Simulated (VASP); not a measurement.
A run of VASP 6.6.1 is set up as follows.

File INCAR:

```
SYSTEM = Te2Mo
PREC = Accurate
ENCUT = 520
EDIFF = 1E-6
ISMEAR = 0
SIGMA = 0.05
LREAL = .False.
LASPH = .True.
NELM = 60
ALGO = Normal
ISIF = 2
LWAVE = .False.
LCHARG = .False.
NBANDS = 20
```

The input KPOINTS:

```
regular mesh
0
Gamma
  12 12 2
  0 0 0
```

File POSCAR:

```
Te2Mo
1.0
    3.4665480215      0.0000000000      0.0000000000
   -1.7332740108      3.0021186501      0.0000000000
    0.0000000000      0.0000000000     17.5198113284
Te Mo
2 1
Direct
    0.3333333333      0.6666666667      0.8975342416
    0.3333333333      0.6666666667      0.1024657584
    0.0000000000      0.0000000000     -0.0057078240
```

Potentials or basis: VASP PAW LDA potentials, release 64 (Te, Mo_sv).

Command:

```console
$ cat potpaw_LDA.64/Te/POTCAR potpaw_LDA.64/Mo_sv/POTCAR > POTCAR
$ mpirun -np 1 vasp_std > vasp.out
```

Estimate the band gap on the k mesh.

1.25 eV.

Predict the largest force.

2.332 eV/Å.

Forces on the atoms (eV/Å):
```
Te   0.000  0.000 -1.379
Te   0.000  0.000 -0.953
Mo   0.000  0.000  2.332
```

Caveat: the cell differs from its parent crystal (atom 3 (Mo) moved -0.100 Å along Cartesian [0 0 1]); there is no dipole correction, which matters where the two faces differ; spin-orbit coupling is left out, which moves the levels of the heavy elements.
